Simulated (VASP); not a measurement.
ZrFe5Co14:

```
Co Fe Zr
1.0
     6.04499   -0.05876   -0.22165
    -0.05876    6.48541   -0.02456
    -0.22165   -0.02456    6.07087
Co Fe Zr
14 5 1
Direct
  0.68336 0.12959 0.06798
  0.97863 0.61309 0.77119
  0.86113 0.95437 0.41994
  0.42870 0.36874 0.25328
  0.82853 0.50613 0.39092
  0.59685 0.48374 0.96458
  0.22959 0.78049 0.65102
  0.48851 0.75829 0.26669
  0.51850 0.87268 0.87585
  0.88711 0.73319 0.09929
  0.72571 0.20447 0.67524
  0.97210 0.95010 0.86029
  0.49349 0.07350 0.43966
  0.51636 0.58389 0.58187
  0.22734 0.98140 0.15389
  0.34061 0.17883 0.92111
  0.28012 0.64756 0.97736
  0.03243 0.34758 0.04449
  0.16947 0.60556 0.32181
  0.13358 0.21868 0.53380
```

Base run:

```yaml
Program: VASP 6.6.1
Functional: PBE
Potentials_or_basis: VASP PAW PBE potentials, release 64 (Co, Fe, Zr_sv)
Cutoff: 400 eV
k_mesh: 1 × 1 × 1, shifted
Occupations: fermi-dirac, width 0.2249 eV
Spin: no spin polarisation
```

Its results: pressure 4.4 GPa; largest force 5.821 eV/Å.

Task: The run is repeated on the same cell with these changes: cutoff from 400 eV to 520 eV; further incar settings from LREAL = Auto; ALGO = Normal; EDIFF = 1e-06; NBANDS = 105; ISYM = -1 to LREAL = Auto; ALGO = Normal; EDIFF = 1e-07; NBANDS = 105; ISYM = 0. What comes out?

Result: Pressure 4.9 GPa; largest force 5.822 eV/Å.

Caveats: some runs use coarse meshes; the atoms stand as in a frame of molecular dynamics; the run has no spin polarisation, though such a crystal can be magnetic.
